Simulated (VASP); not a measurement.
# Te7Mo4 (a cell with a defect) in VASP: notebook, part 2 of 2

VASP 6.6.1. Earlier steps stand in the parts before.

### 4 Single point, PBE+D3(BJ)

Input file INCAR:

```
SYSTEM = Te7Mo4
PREC = Accurate
ENCUT = 520
EDIFF = 1E-7
ISMEAR = 0
SIGMA = 0.05
LREAL = .False.
LASPH = .True.
NELM = 100
ALGO = Fast
ISIF = 2
LWAVE = .False.
LCHARG = .False.
GGA = PE
IVDW = 12
NBANDS = 60
NELECT = 96.0
```

Input file KPOINTS:

```
Automatic mesh
0
Gamma
  6 6 4
  0 0 0
```

Input file POSCAR:

```
Te7Mo4
1.0
    3.4951625504     -6.0537991181      0.0000000000
   -6.9903251009      0.0000000000      0.0000000000
    0.0000000000      0.0000000000     -7.6242845190
Te Mo
7 4
Direct
    0.7500166667      0.3333333333      0.2385784197
    0.1666666667      0.8333333333      0.2385784197
    0.6666666667      0.8333333333      0.2385784197
    0.1666666667      0.3333333333      0.7614215803
    0.6666666667      0.3333333333      0.7614215803
    0.1666666667      0.8333333333      0.7614215803
    0.6666666667      0.8333333333      0.7614215803
    0.0000000000      0.5000000000      0.0000000000
    0.5000000000      0.5000000000      0.0000000000
    0.0000000000      0.0000000000      0.0000000000
    0.5000000000      0.0000000000      0.0000000000
```

Potentials or basis: VASP PAW PBE potentials, release 64 (Te, Mo_sv).

Command:

```bash
$ cat potpaw_PBE.64/Te/POTCAR potpaw_PBE.64/Mo_sv/POTCAR > POTCAR
$ mpirun -np 1 vasp_std > vasp.out
```

OUTCAR:

```text
SYSTEM = Te7Mo4
   PREC = Accurate
   ENCUT = 520
   EDIFF = 1E-7
   ISMEAR = 0
   LREAL = .False.
   LASPH = .True.
   NELM = 100
   ISIF = 2
   GGA = PE
   IVDW = 12
   NELECT = 96.0
 IVDW          = 12

 ion  position               nearest neighbor table
   1  0.750  0.333  0.239-   8 2.38  11 2.78   9 3.12   3 3.24   2 3.24
   2  0.167  0.833  0.239-  11 2.72   8 2.72  10 2.72   1 3.24   3 3.50   3 3.50   6 3.64
   3  0.667  0.833  0.239-  10 2.72   9 2.72  11 2.72   1 3.24   2 3.50   2 3.50   7 3.64
   4  0.167  0.333  0.761-   9 2.72  10 2.72   8 2.72   5 3.50   5 3.50   6 3.50   6 3.50   7 3.50
                             7 3.50
   5  0.667  0.333  0.761-   8 2.72  11 2.72   9 2.72   4 3.50   4 3.50   7 3.50   7 3.50   6 3.50
                             6 3.50
   6  0.167  0.833  0.761-  11 2.72   8 2.72  10 2.72   7 3.50   7 3.50   4 3.50   4 3.50   5 3.50
                             5 3.50   2 3.64
   7  0.667  0.833  0.761-  10 2.72   9 2.72  11 2.72   6 3.50   6 3.50   5 3.50   5 3.50   4 3.50
                             4 3.50   3 3.64
   8  0.000  0.500  0.000-   1 2.38   5 2.72   2 2.72   6 2.72   4 2.72
   9  0.500  0.500  0.000-   4 2.72   3 2.72   7 2.72   5 2.72   1 3.12
  10  0.000  0.000  0.000-   3 2.72   7 2.72   4 2.72   6 2.72   2 2.72
  11  0.500  0.000  0.000-   2 2.72   6 2.72   5 2.72   3 2.72   7 2.72   1 2.78

  LATTYP: Found a hexagonal cell.
 ALAT       =     6.9903251009
 C/A-ratio  =     1.0906909777

  Lattice vectors:

 A1 = (   3.4951625504,  -6.0537991181,   0.0000000000)
 A2 = (  -6.9903251009,   0.0000000000,   0.0000000000)
 A3 = (   0.0000000000,   0.0000000000,  -7.6242845190)

Analysis of symmetry for initial positions (statically):
=====================================================================
 Subroutine PRICEL returns:
 Original cell was already a primitive cell.

 Routine SETGRP: Setting up the symmetry group for a
 hexagonal supercell.

 Subroutine GETGRP returns: Found  1 space group operations
 (whereof  1 operations were pure point group operations)
 out of a pool of 24 trial point group operations.

The static configuration has the point symmetry C_1 .
[... 164 lines left out ...]
 Gauss-broadening in eV      SIGMA  =   0.05
  energy-cutoff  :      520.00
  volume of cell :      322.64
 maximum number of plane-waves:      8715
 NGX is ok and might be reduce to    54
   NGX = 25   NGY = 25   NGZ = 29

 number of electron      96.0000001 magnetization

 Free energy of the ion-electron system (eV)
  ---------------------------------------------------
  ext. energy  EPLUGINS =         0.00000000
  ---------------------------------------------------
  free energy    TOTEN  =       -77.45780263 eV

  energy without entropy =      -77.44974823  energy(sigma->0) =      -77.45377543

 E-fermi :   5.8222     XC(G=0):  -9.2552

 val. band max:        5.8200797909   @ k =   0.1667   0.0000   0.2500
 cond. band min:       5.8499639277   @ k =  -0.3333   0.5000   0.0000
 fundamental gap:      0.0298841368
 Fermi energy:         5.8221610517

 k-point     1 :       0.0000    0.0000    0.0000
  band No.  band energies     occupation
      1     -55.0048      2.00000
      2     -54.9842      2.00000
      3     -54.8617      2.00000
      4     -54.8476      2.00000
      5     -29.1940      2.00000
      6     -29.1894      2.00000
[... 1501 lines left out ...]
     59       8.9551      0.00000
     60       9.2293      0.00000

 [... further k-points ...]

------------------------ aborting loop because EDIFF is reached ----------------------------------------

 Edisp (eV)   -5.09234

 E8    (eV) :    -2.3517

  FORCE on cell =-STRESS in cart. coord.  units (eV):
  Direction    XX          YY          ZZ          XY          YZ          ZX
  --------------------------------------------------------------------------------------
  -------------------------------------------------------------------------------------
  Total       4.91899     5.26470    -9.99729    -0.73684    -2.55964    -3.16860
  in kB      24.42654    26.14325   -49.64418    -3.65900   -12.71057   -15.73455
  external pressure =        0.31 kB  Pullay stress =        0.00 kB

 VOLUME and BASIS-vectors are now :
 -----------------------------------------------------------------------------
  energy-cutoff  :      520.00
  volume of cell :      322.64
      direct lattice vectors                 reciprocal lattice vectors
     3.495162550 -6.053799118  0.000000000     0.000000000 -0.165185527  0.000000000
    -6.990325101  0.000000000  0.000000000    -0.143054863 -0.082592764  0.000000000
     0.000000000  0.000000000 -7.624284519     0.000000000  0.000000000 -0.131159848

 POSITION                                       TOTAL-FORCE (eV/Angst)
 -----------------------------------------------------------------------------------
      0.29132     -4.54045     -1.81899         1.974716      1.679091     -4.681536
     -5.24274     -1.00897     -1.81899        -0.635014     -0.387380     -0.434711
     -3.49516     -4.03587     -1.81899         0.271602      0.068299     -0.795574
     -1.74758     -1.00897     -5.80529         0.069275      0.318792      0.543889
      0.00000     -4.03587     -5.80529        -0.011811     -0.272040      0.632814
     -5.24274     -1.00897     -5.80529        -0.244252      0.183547      0.536603
     -3.49516     -4.03587     -5.80529        -0.010599     -0.215776      0.505978
     -3.49516      0.00000      0.00000         0.215394     -2.421412      2.794697
     -1.74758     -3.02690      0.00000        -1.287992      1.816674      0.748369
      0.00000      0.00000      0.00000        -0.448556     -0.545394      0.112872
      1.74758     -3.02690      0.00000         0.107237     -0.224401      0.036599
 -----------------------------------------------------------------------------------
    total drift:                                0.000026      0.000001     -0.000190

  FREE ENERGIE OF THE ION-ELECTRON SYSTEM (eV)
  ---------------------------------------------------
  free  energy   TOTEN  =       -82.5501387677 eV

  energy  without entropy=      -82.5420843656  energy(sigma->0) =      -82.54611157
```

OSZICAR:

```text
N       E                     dE             d eps       ncg     rms          rms(c)
DAV:   1     0.746419803528E+03    0.74642E+03   -0.48169E+04 11072   0.141E+03
DAV:   2    -0.264581824959E+02   -0.77288E+03   -0.74702E+03 11032   0.338E+02
DAV:   3    -0.783684745070E+02   -0.51910E+02   -0.49664E+02 11264   0.719E+01
[... 14 lines left out ...]
RMM:  18    -0.774578016992E+02   -0.16544E-05   -0.18585E-05 12709   0.923E-03    0.305E-03
RMM:  19    -0.774578024423E+02   -0.74311E-06   -0.62177E-06 11634   0.426E-03    0.118E-03
RMM:  20    -0.774578024998E+02   -0.57498E-07   -0.14302E-06  8669   0.203E-03    0.808E-04
RMM:  21    -0.774578026304E+02   -0.13055E-06   -0.56153E-07  8230   0.109E-03    0.220E-04
RMM:  22    -0.774578026307E+02   -0.31469E-09   -0.17592E-07  6753   0.669E-04
   1 F= -.82550139E+02 E0= -.82546112E+02  d E =-.805440E-02
```

stdout:

```text
POSCAR found type information on POSCAR TeMo
 POSCAR found :  2 types and      11 ions
 scaLAPACK will be used
 LDA part: xc-table for (Slater+PW92), standard interpolation
 POSCAR, INCAR and KPOINTS ok, starting setup
 FFT: planning ... GRIDC
 FFT: planning ... GRID_SOFT
 FFT: planning ... GRID
 WAVECAR not read
 entering main loop
 the old and the new charge density differ
 old charge density:    98.00000 new   96.00000
    0.289E+01
```

Wall time 59 min (1 thread of Oxide Virtual Turin-like, shared host); peak memory 1.1 GiB.

Results:

- Free energy: -82.5501 eV
- Largest force: 5.351 eV/Å
- Dispersion energy per atom: -0.463 eV

Forces on the atoms (eV/Å):
```
Te   1.975  1.679 -4.682
Te  -0.635 -0.387 -0.435
Te   0.272  0.068 -0.796
Te   0.069  0.319  0.544
Te  -0.012 -0.272  0.633
Te  -0.244  0.184  0.537
Te  -0.011 -0.216  0.506
Mo   0.215 -2.421  2.795
Mo  -1.288  1.817  0.748
Mo  -0.449 -0.545  0.113
Mo   0.107 -0.224  0.037
```

Levels at points of the mesh, in eV from the Fermi level:
| k point | band 46 | band 47 | band 48 | band 49 | band 50 | band 51 |
| --- | --- | --- | --- | --- | --- | --- |
| (0.00, 0.00, 0.00) | -0.44 | -0.35 | -0.04 | 0.67 | 1.08 | 1.21 |
| (0.50, 0.00, 0.00) | -0.50 | -0.32 | -0.18 | 0.00 | 0.51 | 0.92 |
| (0.00, 0.50, 0.00) | -0.59 | -0.49 | -0.21 | 0.13 | 0.43 | 0.95 |
| (0.50, 0.50, 0.00) | -0.46 | -0.42 | -0.10 | -0.07 | 0.52 | 0.91 |
| (0.00, 0.00, 0.50) | -0.22 | -0.17 | -0.04 | 0.58 | 1.08 | 1.21 |
| (0.50, 0.00, 0.50) | -0.56 | -0.37 | -0.15 | -0.04 | 0.55 | 1.02 |
| (0.00, 0.50, 0.50) | -0.60 | -0.42 | -0.20 | 0.10 | 0.43 | 1.11 |
| (0.50, 0.50, 0.50) | -0.47 | -0.38 | -0.12 | -0.01 | 0.49 | 1.10 |

Caveat: the cell carries a net charge on a neutralising background, which shifts energy and pressure; the cell differs from its parent crystal (atoms taken out, atom 1 moved -0.167 of the way to it and +0.000 Å across, host rigid); the cell is charged against a uniform background, so pressure and absolute levels hang on convention; spin-orbit coupling is left out, which moves the levels of the heavy elements.
